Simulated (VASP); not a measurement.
# Al2Cu (P4/mmm) in VASP: a series of runs, part 2 of 2

VASP 6.6.1. The steps go on from the part before.

### Step 3. Single point, PBEsol

INCAR

```
SYSTEM = Al2Cu
PREC = Accurate
ENCUT = 520
EDIFF = 1E-6
ISMEAR = 0
SIGMA = 0.1
LREAL = .False.
LASPH = .True.
NELM = 60
ALGO = Fast
ISIF = 2
LWAVE = .False.
LCHARG = .False.
GGA = PS
NBANDS = 16
```

KPOINTS

```
regular mesh
0
Gamma
  6 6 10
  0 0 0
```

POSCAR

```
Al2Cu
1.0
    4.1051820000      0.0000000000      0.0000000000
    0.0000000000      4.1051820000      0.0000000000
    0.0000000000      0.0000000000      2.8913130000
Al Cu
2 1
Direct
    0.5000000000      0.0000000000      0.5000000000
    0.0000000000      0.5000000000      0.5000000000
    0.0000000000      0.0000000000      0.0000000000
```

Potentials or basis: VASP PAW PBE potentials, release 64 (Al, Cu).

Started as:

```bash
$ cat potpaw_PBE.64/Al/POTCAR potpaw_PBE.64/Cu/POTCAR > POTCAR
$ mpirun -np 1 vasp_std > vasp.out
```

OUTCAR:

```text
SYSTEM = Al2Cu
   PREC = Accurate
   ENCUT = 520
   EDIFF = 1E-6
   ISMEAR = 0
   LREAL = .False.
   LASPH = .True.
   NELM = 60
   ISIF = 2
   GGA = PS

 ion  position               nearest neighbor table
   1  0.500  0.000  0.500-   3 2.51   3 2.51   3 2.51   3 2.51   2 2.90   2 2.90   2 2.90   2 2.90

   2  0.000  0.500  0.500-   3 2.51   3 2.51   3 2.51   3 2.51   1 2.90   1 2.90   1 2.90   1 2.90

   3  0.000  0.000  0.000-   1 2.51   2 2.51   1 2.51   2 2.51   2 2.51   2 2.51   1 2.51   1 2.51

  LATTYP: Found a simple tetragonal cell.
 ALAT       =     4.1051820000
 C/A-ratio  =     0.7043081159

  Lattice vectors:

 A1 = (   4.1051820000,   0.0000000000,   0.0000000000)
 A2 = (   0.0000000000,   4.1051820000,   0.0000000000)
 A3 = (   0.0000000000,   0.0000000000,   2.8913130000)

Analysis of symmetry for initial positions (statically):
=====================================================================
 Subroutine PRICEL returns:
 Original cell was already a primitive cell.

 Routine SETGRP: Setting up the symmetry group for a
 simple tetragonal supercell.

 Subroutine GETGRP returns: Found 16 space group operations
 (whereof 16 operations were pure point group operations)
 out of a pool of 16 trial point group operations.

The static configuration has the point symmetry D_4h.

Analysis of symmetry for dynamics (positions and initial velocities):
=====================================================================
 Subroutine PRICEL returns:
 Original cell was already a primitive cell.

 Routine SETGRP: Setting up the symmetry group for a
 simple tetragonal supercell.

 Subroutine GETGRP returns: Found 16 space group operations
 (whereof 16 operations were pure point group operations)
 out of a pool of 16 trial point group operations.

The dynamic configuration has the point symmetry D_4h.

 Subroutine INISYM returns: Found 16 space group operations
 (whereof 16 operations are pure point group operations),
 and found     1 'primitive' translations

----------------------------------------------------------------------------------------

                                     Primitive cell

  volume of cell :      48.7259

  direct lattice vectors                    reciprocal lattice vectors
     4.105182000  0.000000000  0.000000000     0.243594559  0.000000000  0.000000000
     0.000000000  4.105182000  0.000000000     0.000000000  0.243594559  0.000000000
     0.000000000  0.000000000  2.891313000     0.000000000  0.000000000  0.345863627

  length of vectors
     4.105182000  4.105182000  2.891313000     0.243594559  0.243594559  0.345863627

  position of ions in fractional coordinates (direct lattice)
     0.500000000  0.000000000  0.500000000
     0.000000000  0.500000000  0.500000000
     0.000000000  0.000000000  0.000000000

  ion indices of the primitive-cell ions
   primitive index   ion index
                 1           1
                 2           2
                 3           3

----------------------------------------------------------------------------------------

 KPOINTS: regular mesh

Automatic generation of k-mesh.
 Grid dimensions read from file:
 generate k-points for:    6    6   10

 Generating k-lattice:

  Cartesian coordinates                     Fractional coordinates (reciprocal lattice)
     0.040599093  0.000000000  0.000000000     0.166666667  0.000000000  0.000000000
     0.000000000  0.040599093  0.000000000     0.000000000  0.166666667  0.000000000
     0.000000000  0.000000000  0.034586363     0.000000000  0.000000000  0.100000000

  Length of vectors
     0.040599093  0.040599093  0.034586363

  Shift w.r.t. Gamma in fractional coordinates (k-lattice)
     0.000000000  0.000000000  0.000000000

 Subroutine IBZKPT returns following result:
 ===========================================

 Found     60 irreducible k-points:

 Following reciprocal coordinates:
            Coordinates               Weight
  0.000000  0.000000  0.000000      1.000000
  0.166667  0.000000  0.000000      4.000000
  0.333333  0.000000  0.000000      4.000000
  0.500000  0.000000  0.000000      2.000000
  0.166667  0.166667  0.000000      4.000000
  0.333333  0.166667  0.000000      8.000000
[... 16 lines left out ...]
  0.333333  0.000000  0.200000      8.000000
  0.500000  0.000000  0.200000      4.000000
 [... further k-points ...]
   k-points           NKPTS =     60   k-points in BZ     NKDIM =     60   number of bands    NBANDS=     16
   number of dos      NEDOS =    301   number of ions     NIONS =      3
   total plane-waves  NPLWV =  24576
   dimension x,y,z NGX =    32 NGY =   32 NGZ =   24
   dimension x,y,z NGXF=    64 NGYF=   64 NGZF=   48
   ions per type =               2   1
   NGX,Y,Z   is equivalent  to a cutoff of  12.96, 12.96, 13.80 a.u.
   NGXF,Y,Z  is equivalent  to a cutoff of  25.92, 25.92, 27.60 a.u.
 SYSTEM =  Al2Cu
   PREC   = accura    normal or accurate (medium, high low for compatibility)
   ISTART =      0    job   : 0-new  1-cont  2-samecut
   ICHARG =      2    charge: 1-file 2-atom 10-const
   ISPIN  =      1    spin polarized calculation?
   LNONCOLLINEAR =      F non collinear calculations
   LSORBIT =      F    spin-orbit coupling
   LASPH  =      T    aspherical Exc in radial PAW
   ENCUT  =  520.0 eV  38.22 Ry    6.18 a.u.   7.63  7.63  5.38*2*pi/ulx,y,z
   NELM   =     60;   NELMIN=  2; NELMDL= -5     # of ELM steps
   EDIFF  = 0.1E-05   stopping-criterion for ELM
   LREAL  =      F    real-space projection
   EDIFFG = 0.1E-04   stopping-criterion for IOM
   NSW    =      0    number of steps for IOM
   IBRION =     -1    ionic relax: 0-MD 1-quasi-New 2-CG
   NFREE  =      0    steps in history (QN), initial steepest desc. (CG)
   ISIF   =      2    stress and relaxation
   ISYM   =      2    0-nonsym 1-usesym 2-fastsym
   POTIM  = 0.5000    time-step for ionic-motion
   TEBEG  =    0.0;   TEEND  =   0.0 temperature during run
   PSTRESS=    0.0 pullay stress
   NELECT =      17.0000    total number of electrons
   NUPDOWN=      -1.0000    fix difference up-down
   EMIN   =  10.00;   EMAX   =-10.00  energy-range for DOS
   EFERMI =   0.00;   METHOD = LEGACY
   ISMEAR =     0;   SIGMA  =   0.10  broadening in eV -4-tet -1-fermi 0-gaus
   EFERMI_NEDOS =   21; number of points for ismear=-14 and -15
   IALGO  =     68    algorithm
   IMIX   =      4    mixing-type and parameters
     AMIX     =   0.40;   BMIX     =  1.00
     AMIX_MAG =   1.60;   BMIX_MAG =  1.00
  volume/ion in A,a.u.               =      16.24       109.61
  Fermi-wavevector in a.u.,A,eV,Ry     =   1.152492  2.177894 18.071765  1.328237
  Thomas-Fermi vector in A             =   2.289142
   LORBIT       =      0    0 simple, 1 ext, 2 COOP (PROOUT), +10 PAW based schemes
   GGA     = PS    functional components
   LHFCALC =     F    Hartree Fock is set to
   AEXX    =    0.0000 exact exchange contribution
   IVDW    =     0    specifies the selected vdW correction
   LEPSILON=     F    determine dielectric tensor
   LRPA    =     F    only Hartree local field effects (RPA)
 non-spin polarized calculation
 RMM-DIIS sequential band-by-band and
 Gauss-broadening in eV      SIGMA  =   0.10
  energy-cutoff  :      520.00
  volume of cell :       48.73
 maximum number of plane-waves:      1339
 NGX is ok and might be reduce to    32
   NGX = 15   NGY = 15   NGZ = 11

 number of electron      16.9999979 magnetization

 Free energy of the ion-electron system (eV)
  ---------------------------------------------------
  ext. energy  EPLUGINS =         0.00000000
  ---------------------------------------------------
  free energy    TOTEN  =       -12.56033370 eV

  energy without entropy =      -12.55703362  energy(sigma->0) =      -12.55868366

 E-fermi :   6.9759     XC(G=0): -10.4862

 val. band max:        6.9691394108   @ k =   0.0000   0.0000   0.0000
 cond. band min:       6.9796260090   @ k =   0.5000   0.5000   0.5000
 fundamental gap:      0.0104865983
 Fermi energy:         6.9759374570

 k-point     1 :       0.0000    0.0000    0.0000
  band No.  band energies     occupation
      1      -3.4628      2.00000
      2       1.6557      2.00000
      3       2.1799      2.00000
      4       2.8217      2.00000
      5       3.0186      2.00000
      6       3.0186      2.00000
[... 8 lines left out ...]
     15      14.1783      0.00000
     16      19.4266      0.00000
[... 419 lines left out ...]
 k-point    24 :       0.5000    0.0000    0.2000
  band No.  band energies     occupation
      1      -1.1847      2.00000
      2      -0.0280      2.00000
      3       2.3129      2.00000
      4       2.6185      2.00000
      5       2.7184      2.00000
      6       2.8308      2.00000
[... 8 lines left out ...]
     15      17.1273      0.00000
     16      17.7840      0.00000

 [... further k-points ...]
[... 5 lines left out ...]
  --------------------------------------------------------------------------------------
  -------------------------------------------------------------------------------------
  Total       -0.8984779     -0.8984779     -0.3838383      0.0000000     -0.0000000      0.0000000
  in kB      -29.5432352    -29.5432352    -12.6211517      0.0000000     -0.0000000      0.0000000
  external PRESSURE =     -23.9025407 kB  Pullay stress =       0.0000000 kB

 VOLUME and BASIS-vectors are now :
 -----------------------------------------------------------------------------
  energy-cutoff  :      520.00
  volume of cell :       48.73
      direct lattice vectors                 reciprocal lattice vectors
     4.105182000  0.000000000  0.000000000     0.243594559  0.000000000  0.000000000
     0.000000000  4.105182000  0.000000000     0.000000000  0.243594559  0.000000000
     0.000000000  0.000000000  2.891313000     0.000000000  0.000000000  0.345863627

 POSITION                                       TOTAL-FORCE (eV/Angst)
 -----------------------------------------------------------------------------------
      2.05259      0.00000      1.44566         0.000000      0.000000      0.000000
      0.00000      2.05259      1.44566         0.000000      0.000000      0.000000
      0.00000      0.00000      0.00000         0.000000      0.000000      0.000000
 -----------------------------------------------------------------------------------
    total drift:                                0.000000     -0.000000      0.000000

  FREE ENERGIE OF THE ION-ELECTRON SYSTEM (eV)
  ---------------------------------------------------
  free  energy   TOTEN  =       -12.5603337003 eV

  energy  without entropy=      -12.5570336204  energy(sigma->0) =      -12.55868366
```

OSZICAR:

```text
N       E                     dE             d eps       ncg     rms          rms(c)
DAV:   1     0.612923021091E+02    0.61292E+02   -0.68919E+03  1928   0.111E+03
DAV:   2    -0.122128578720E+02   -0.73505E+02   -0.65323E+02  2056   0.200E+02
DAV:   3    -0.148331668761E+02   -0.26203E+01   -0.25619E+01  2560   0.432E+01
DAV:   4    -0.148907717266E+02   -0.57605E-01   -0.57583E-01  2320   0.543E+00
DAV:   5    -0.148935808573E+02   -0.28091E-02   -0.28091E-02  2992   0.134E+00    0.144E+01
RMM:   6    -0.167383910302E+02   -0.18448E+01   -0.36401E+01  2383   0.924E+01    0.123E+01
RMM:   7    -0.126504113606E+02    0.40880E+01   -0.10136E+01  2157   0.518E+01    0.152E+00
RMM:   8    -0.125742960400E+02    0.76115E-01   -0.97562E-01  2061   0.154E+01    0.152E+00
RMM:   9    -0.125600419322E+02    0.14254E-01   -0.11904E-01  2271   0.478E+00    0.473E-01
RMM:  10    -0.125616693719E+02   -0.16274E-02   -0.43109E-02  2423   0.268E+00    0.415E-01
RMM:  11    -0.125599418839E+02    0.17275E-02   -0.11537E-02  2467   0.135E+00    0.571E-02
RMM:  12    -0.125603588598E+02   -0.41698E-03   -0.36844E-03  2685   0.541E-01    0.881E-02
RMM:  13    -0.125605003749E+02   -0.14152E-03   -0.16231E-03  2413   0.553E-01    0.104E-01
RMM:  14    -0.125603126573E+02    0.18772E-03   -0.50415E-04  2348   0.303E-01    0.222E-02
RMM:  15    -0.125603329572E+02   -0.20300E-04   -0.21333E-04  2787   0.975E-02    0.253E-02
RMM:  16    -0.125603433031E+02   -0.10346E-04   -0.31903E-05  2520   0.612E-02    0.394E-02
RMM:  17    -0.125603329142E+02    0.10389E-04   -0.28222E-05  2324   0.849E-02    0.153E-02
RMM:  18    -0.125603337003E+02   -0.78602E-06   -0.70750E-06  2072   0.278E-02
   1 F= -.12560334E+02 E0= -.12558684E+02  d E =-.330008E-02
```

Wall time 67 s (1 thread of Intel Xeon 8259CL, shared host); peak memory 0.18 GiB.

What came out:

```yaml
Free_energy: -12.5603 eV
Pressure: -2.4 GPa
Band_gap_on_the_k_mesh: zero (an odd number of electrons rules out a gap without spin polarisation)
```

Caveat: the PAW data sets were made with another functional, which shifts forces and pressure a little.

### Step 4. Single point, PBEsol

INCAR

```
PREC = Accurate
ENCUT = 520
EDIFF = 1E-6
ISMEAR = 0
SIGMA = 0.1
LREAL = False
LASPH = True
NELM = 100
ALGO = Normal
ISIF = 2
LWAVE = False
LCHARG = True
GGA = PS
LELF = True
LVHAR = True
NBANDS = 16
```

KPOINTS

```
regular mesh
0
Gamma
  8 8 10
```

POSCAR is that of step 3.

Started as:

```bash
$ cat potpaw_PBE.64/Al/POTCAR potpaw_PBE.64/Cu/POTCAR > POTCAR
$ mpirun -np 1 vasp_std > vasp.out
```

Run time: 84 s. Hardware: 1 thread of Intel Xeon 8259CL, shared host; peak memory 0.21 GiB.

It converged, with:

* Free energy: -12.5459 eV
* Pressure: -2.1 GPa
* Band gap on the k mesh: zero (an odd number of electrons rules out a gap without spin polarisation)

Stress tensor (GPa, compression positive):
```
-2.34  0.00  0.00
 0.00 -2.34  0.00
 0.00  0.00 -1.70
```

Levels at points of the mesh, in eV from the Fermi level:
| k point | band 5 | band 6 | band 7 | band 8 | band 9 | band 10 | band 11 | band 12 | band 13 | band 14 |
| --- | --- | --- | --- | --- | --- | --- | --- | --- | --- | --- |
| (0.00, 0.00, 0.00) | -3.93 | -3.93 | -2.25 | -2.25 | 0.02 | 0.98 | 6.06 | 6.27 | 6.27 | 7.15 |
| (0.50, 0.00, 0.00) | -4.19 | -3.97 | -3.93 | -0.94 | 1.67 | 1.85 | 2.03 | 7.45 | 8.47 | 9.30 |
| (0.50, 0.50, 0.00) | -4.24 | -4.07 | -3.96 | -3.96 | -2.32 | 8.65 | 8.65 | 9.37 | 9.98 | 10.20 |
| (0.00, 0.00, 0.50) | -4.64 | -3.95 | -2.89 | 2.63 | 2.63 | 2.63 | 2.86 | 2.86 | 3.22 | 3.74 |
| (0.50, 0.00, 0.50) | -4.03 | -4.00 | -2.94 | -2.37 | -1.60 | 3.76 | 4.10 | 4.46 | 5.04 | 6.09 |
| (0.50, 0.50, 0.50) | -3.78 | -3.37 | -2.14 | -2.14 | -0.79 | -0.78 | 0.03 | 0.03 | 2.49 | 11.70 |

Caveat: the PAW data sets were made with another functional, which shifts forces and pressure a little.

### Step 5. Summary

| k mesh | gap on the mesh (eV) | pressure (GPa) |
| --- | --- | --- |
| 6 × 6 × 8 | none | -2.0 |
| 6 × 6 × 10 | none | -2.4 |
| 8 × 8 × 10 | none | -2.1 |

Alike in all rows: task single point; level PBEsol; potentials or basis VASP PAW PBE potentials, release 64 (Al, Cu); no spin polarisation; cell as given; cutoff (eV) 520; smearing gaussian 0.1 eV.

Caveats: the PAW data sets were made with another functional, which shifts forces and pressure a little.

Absolute energies hang on the potentials; compare differences alone.
